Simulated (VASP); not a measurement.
# Zn6CO6F2 in VASP: further runs, part 2 of 2

VASP 6.6.1. The steps go on from the part before.

## 5. Single point, PBE

Contents of INCAR:

```
ALGO = Normal ; EDIFF = 1E-6
ENCUT = 520 ; GGA = PE
ISIF = 2 ; ISMEAR = 0
LASPH = True ; LCHARG = False
LREAL = Auto ; LWAVE = False
NBANDS = 76 ; NELM = 60
PREC = Accurate ; SIGMA = 0.02
```

Contents of KPOINTS:

```
k-points
0
Gamma
  2 2 1
```

Contents of POSCAR:

```
Zn6CO6F2
1.0
    5.8041020000      0.0000000000      0.0000000000
   -2.9020510000      5.4880210000      0.0000000000
    0.0000000000      0.0000000000     17.5870760000
Zn O C F
6 6 1 2
Direct
    0.3333333908      0.0000000000      0.0568599351
    0.3467152515      0.4794732017      0.0721716333
    0.9100573618      0.0493560429      0.1166816474
    0.8523528072      0.5134894710      0.1281919177
    0.4440822073      0.1325098792      0.2187716707
    0.4556103431      0.5781486623      0.2280819165
    0.1643335480      0.6659316719      0.0742751097
    0.1553369416      0.1701491303      0.0266901673
    0.6614437142      0.6998825260      0.1304913335
    0.6412947964      0.1594680487      0.1239342458
    0.3876584813      0.9456713085      0.3137188922
    0.2039281495      0.2524813589      0.1907504124
    0.4020413995      0.7540743740      0.3139147747
   -0.2592615657      0.4646336084      0.2523863546
    0.3699015333      0.6511130333      0.3831986056
```

Potentials or basis: VASP PAW PBE potentials, release 64 (Zn, O, C, F).

The run is started by

```bash
$ cat potpaw_PBE.64/Zn/POTCAR potpaw_PBE.64/O/POTCAR potpaw_PBE.64/C/POTCAR potpaw_PBE.64/F/POTCAR > POTCAR
$ mpirun -np 1 vasp_std > vasp.out
```

OUTCAR:

```text
EDIFF = 1E-6
   ENCUT = 520
   GGA = PE
   ISIF = 2
   ISMEAR = 0
   LASPH = True
   LREAL = Auto
   NELM = 60
   PREC = Accurate

 ion  position               nearest neighbor table
   1  0.333  0.000  0.057-   7 1.86   8 1.87  10 1.98   3 2.82   5 2.95   2 2.95
   2  0.347  0.479  0.072-   8 1.89   7 1.90   9 1.98  12 2.44   3 2.80   6 2.82   1 2.95   4 3.01

   3  0.910  0.049  0.117-  10 1.98   9 1.98   8 2.02  12 2.05   2 2.80   1 2.82
   4  0.852  0.513  0.128-   7 1.86   9 1.94  10 1.95  14 2.26   5 2.92   2 3.01
   5  0.444  0.133  0.219-  12 1.93  11 1.97  10 1.99  14 2.06   6 2.74   4 2.92   1 2.95
   6  0.456  0.578  0.228-  13 1.97  12 1.97   9 2.02  14 2.12   5 2.74   2 2.82
   7  0.164  0.666  0.074-   1 1.86   4 1.86   2 1.90
   8  0.155  0.170  0.027-   1 1.87   2 1.89   3 2.02
   9  0.661  0.700  0.130-   4 1.94   3 1.98   2 1.98   6 2.02
  10  0.641  0.159  0.124-   4 1.95   1 1.98   3 1.98   5 1.99
  11  0.388  0.946  0.314-  13 1.23   5 1.97
  12  0.204  0.252  0.191-   5 1.93   6 1.97   3 2.05   2 2.44
  13  0.402  0.754  0.314-  11 1.23  15 1.35   6 1.97
  14  0.741  0.465  0.252-   5 2.06   6 2.12   4 2.26
  15  0.370  0.651  0.383-  13 1.35

  LATTYP: Found a base centered orthorhombic cell.
 ALAT       =     5.8041020000
 B/A-ratio  =     1.8910835819
 C/A-ratio  =     3.0301114625

  Lattice vectors:

 A1 = (   2.9020510000,  -5.4880210000,   0.0000000000)
 A2 = (   2.9020510000,   5.4880210000,   0.0000000000)
 A3 = (   0.0000000000,   0.0000000000,  17.5870760000)

Analysis of symmetry for initial positions (statically):
=====================================================================
 Subroutine PRICEL returns:
 Original cell was already a primitive cell.

 Routine SETGRP: Setting up the symmetry group for a
 base centered orthorhombic supercell.

[... 156 lines left out ...]
  energy-cutoff  :      520.00
  volume of cell :      560.20
 maximum number of plane-waves:     15095
 NGX is ok and might be reduce to    48
   NGX = 21   NGY = 23   NGZ = 65

 number of electron     126.0000014 magnetization

 Free energy of the ion-electron system (eV)
  ---------------------------------------------------
  ext. energy  EPLUGINS =         0.00000000
  ---------------------------------------------------
  free energy    TOTEN  =       -67.37356468 eV

  energy without entropy =      -67.37356468  energy(sigma->0) =      -67.37356468

 E-fermi :  -3.8421     XC(G=0):  -4.1486

 val. band max:       -3.9659058197   @ k =   0.0000   0.0000   0.0000
 cond. band min:      -2.1619732034   @ k =   0.0000   0.0000   0.0000
 fundamental gap:      1.8039326163
 Fermi energy:        -3.8420865468

 k-point     1 :       0.0000    0.0000    0.0000
  band No.  band energies     occupation
      1     -29.8201      2.00000
      2     -25.9767      2.00000
      3     -25.7650      2.00000
      4     -21.7490      2.00000
      5     -21.3049      2.00000
      6     -20.9325      2.00000
[... 301 lines left out ...]
     74       3.4320      0.00000
     75       3.5026      0.00000
 [bands above 75 left out]

------------------------ aborting loop because EDIFF is reached ----------------------------------------

  FORCE on cell =-STRESS in cart. coord.  units (eV):
  Direction    XX          YY          ZZ          XY          YZ          ZX
  --------------------------------------------------------------------------------------
  -------------------------------------------------------------------------------------
  Total        5.3074910      6.2016595      0.7596384     -4.5639777     -0.1922382      0.0412795
  in kB       15.1794280     17.7367506      2.1725664    -13.0529794     -0.5498015      0.1180593
  external PRESSURE =      11.6962483 kB  Pullay stress =       0.0000000 kB

 VOLUME and BASIS-vectors are now :
 -----------------------------------------------------------------------------
  energy-cutoff  :      520.00
  volume of cell :      560.20
      direct lattice vectors                 reciprocal lattice vectors
     5.804102000  0.000000000  0.000000000     0.172291941  0.091107523  0.000000000
    -2.902051000  5.488021000  0.000000000     0.000000000  0.182215046  0.000000000
     0.000000000  0.000000000 17.587076000     0.000000000  0.000000000  0.056859935

 POSITION                                       TOTAL-FORCE (eV/Angst)
 -----------------------------------------------------------------------------------
      1.93470      0.00000      1.00000         0.049808      0.017724     -0.019895
      0.62092      2.63136      1.26929         0.038814      0.014923     -0.009584
      5.13883      0.27087      2.05209         0.007511     -0.000925      0.018021
      3.45697      2.81804      2.25452         0.003569     -0.010388      0.050591
      2.19295      0.72722      3.84755         0.008746     -0.041665      0.038532
      0.96659      3.17289      4.01129        -0.020013      0.036531      0.055092
     -0.97876      3.65465      1.30628        -0.000072     -0.012226     -0.029664
      0.40781      0.93378      0.46940        -0.060288     -0.014231     -0.123171
      1.80799      3.84097      2.29496        -0.011918      0.038464     -0.011502
      3.25936      0.87516      2.17964         0.015790     -0.020458     -0.024048
     -0.49438      5.18986      5.51740        -0.199110      0.326648      0.006757
      0.45091      1.38562      3.35474        -0.090542     -0.030037     -0.020743
      0.14513      4.13838      5.52084         0.169067     -0.186728     -0.263975
      2.95093      2.54992      4.43874         0.053825      0.038301      0.018185
      0.25738      3.57332      6.73934         0.034812     -0.155934      0.315404
 -----------------------------------------------------------------------------------
    total drift:                                0.009372     -0.000429     -0.000002

  FREE ENERGIE OF THE ION-ELECTRON SYSTEM (eV)
  ---------------------------------------------------
  free  energy   TOTEN  =       -67.3735646848 eV

  energy  without entropy=      -67.3735646848  energy(sigma->0) =      -67.37356468
```

stdout:

```text
POSCAR found type information on POSCAR ZnO C F
 POSCAR found :  4 types and      15 ions
 scaLAPACK will be used
 LDA part: xc-table for (Slater+PW92), standard interpolation
 POSCAR, INCAR and KPOINTS ok, starting setup
 FFT: planning ... GRIDC
 FFT: planning ... GRID_SOFT
 FFT: planning ... GRID
 WAVECAR not read
 entering main loop
```

Wall time 4.6 min (1 thread of Intel Xeon 6975P-C (Granite Rapids), shared host); peak memory 0.72 GiB.

Results:

```yaml
Free_energy: -67.3736 eV
Largest_force: 0.383 eV/Å
Band_gap_on_the_k_mesh: 1.80 eV
```

Forces in eV/Å, atoms in the order of the input:
```
Zn   0.050  0.018 -0.020
Zn   0.039  0.015 -0.010
Zn   0.008 -0.001  0.018
Zn   0.004 -0.010  0.051
Zn   0.009 -0.042  0.039
Zn  -0.020  0.037  0.055
O    0.000 -0.012 -0.030
O   -0.060 -0.014 -0.123
O   -0.012  0.038 -0.012
O    0.016 -0.020 -0.024
O   -0.199  0.327  0.007
O   -0.091 -0.030 -0.021
C    0.169 -0.187 -0.264
F    0.054  0.038  0.018
F    0.035 -0.156  0.315
```

Levels at points of the mesh, in eV from the valence-band top:
```
           k point  band 59  band 60  band 61  band 62  band 63  band 64  band 65  band 66  band 67  band 68
(0.00, 0.00, 0.00)    -0.87    -0.70    -0.30    -0.24     0.00     1.80     3.05     4.14     5.15     5.41
(0.50, 0.00, 0.00)    -1.00    -0.75    -0.51    -0.37    -0.25     3.02     3.57     4.14     4.40     5.50
(0.50, 0.50, 0.00)    -0.99    -0.89    -0.75    -0.54    -0.20     2.96     3.57     3.85     4.58     5.23
(0.00, 0.50, 0.00)    -0.87    -0.84    -0.54    -0.38    -0.18     2.92     3.47     3.86     4.48     5.17
```

Caveat: the k points lie up to 0.61 Å⁻¹ apart.

## 6. Single point, PBE

Contents of INCAR:

```
PREC = Accurate ; ENCUT = 520
EDIFF = 1E-6 ; ISMEAR = 0
SIGMA = 0.02 ; LREAL = Auto
LASPH = True ; NELM = 100
ALGO = Normal ; ISIF = 2
LWAVE = False ; LCHARG = True
GGA = PE ; LELF = True
LVHAR = True ; NBANDS = 76
```

Contents of KPOINTS:

```
Automatic mesh
0
Gamma
  2 2 1
```

Contents of POSCAR:

```
Zn6CO6F2
1.0
    5.8041020000      0.0000000000      0.0000000000
   -2.9020510000      5.4880210000      0.0000000000
    0.0000000000      0.0000000000     17.5870760000
Zn O C F
6 6 1 2
Direct
    0.3333333908      0.0000000000      0.0568599351
    0.3501796480      0.4762443511      0.0740398233
    0.8852213004      0.0527853301      0.1052682663
    0.8573176067      0.5053346188      0.1182229496
    0.2759255457      0.0921251941      0.2325090879
    0.4689725513      0.6363718360      0.2237618692
    0.1687506960      0.6630563185      0.0638837860
    0.1511868283      0.1669842371      0.0257580623
    0.6814342080      0.7025392213      0.1329613291
    0.6298264291      0.1653078587      0.1239893999
    0.1128335919      0.7692248262      0.2730640386
    0.2002981390      0.3094607327      0.1841953148
    0.3194725631      0.7625725193      0.3010269587
    0.5272838447      1.0571038267      0.3095115982
    0.2905567211      0.6880536718      0.3738972300
```

Potentials or basis: VASP PAW PBE potentials, release 64 (Zn, O, C, F).

The run is started by

```bash
$ cat potpaw_PBE.64/Zn/POTCAR potpaw_PBE.64/O/POTCAR potpaw_PBE.64/C/POTCAR potpaw_PBE.64/F/POTCAR > POTCAR
$ mpirun -np 1 vasp_std > vasp.out
```

Run time: 4.2 min. Hardware: 1 thread of Intel Xeon 6975P-C (Granite Rapids), shared host; peak memory 0.72 GiB.

It converged, with:

```yaml
Free_energy: -65.7463 eV
Largest_force: 0.423 eV/Å
Band_gap_on_the_k_mesh: 1.72 eV
```

Forces on the atoms (eV/Å):
```
Zn   0.025  0.066  0.007
Zn   0.039  0.004  0.006
Zn   0.035  0.011  0.062
Zn   0.000 -0.018 -0.007
Zn   0.215  0.054  0.050
Zn  -0.081  0.038  0.146
O    0.021 -0.030 -0.055
O   -0.052  0.023 -0.137
O    0.040  0.030 -0.062
O   -0.095 -0.040  0.088
O   -0.145 -0.122 -0.005
O   -0.110 -0.016 -0.056
C    0.087 -0.037 -0.379
F    0.009  0.165 -0.062
F    0.012 -0.127  0.403
```

Levels at points of the mesh, in eV from the valence-band top:
| k point | band 60 | band 61 | band 62 | band 63 | band 64 | band 65 | band 66 | band 67 |
| --- | --- | --- | --- | --- | --- | --- | --- | --- |
| (0.00, 0.00, 0.00) | -0.78 | -0.49 | -0.12 | 0.00 | 1.72 | 3.95 | 4.67 | 4.98 |
| (0.50, 0.00, 0.00) | -0.73 | -0.40 | -0.34 | -0.02 | 3.54 | 3.63 | 4.24 | 4.68 |
| (0.50, 0.50, 0.00) | -0.84 | -0.64 | -0.46 | -0.10 | 3.15 | 3.85 | 4.19 | 4.79 |
| (0.00, 0.50, 0.00) | -0.67 | -0.55 | -0.41 | -0.23 | 3.24 | 3.63 | 4.18 | 4.74 |

Caveat: the k points lie up to 0.61 Å⁻¹ apart.

## 7. The runs side by side

| cell | gap on the mesh (eV) | largest force (eV/Å) |
| --- | --- | --- |
| as given, atomic positions A | 1.52 | 0.44 |
| as given, atomic positions B | 1.42 | 0.68 |
| as given, atomic positions C | 1.64 | 0.41 |
| as given, atomic positions D | 1.80 | 0.38 |
| as given, atomic positions E | 1.72 | 0.42 |

Alike in all rows: task single point; level PBE; potentials or basis VASP PAW PBE potentials, release 64 (Zn, O, C, F); no spin polarisation; k mesh 2 × 2 × 1; cutoff (eV) 520; smearing gaussian 0.02 eV.

Caveats: all runs use coarse meshes.

Total energies depend on the potentials used, so only differences within one code and one set of settings carry meaning.
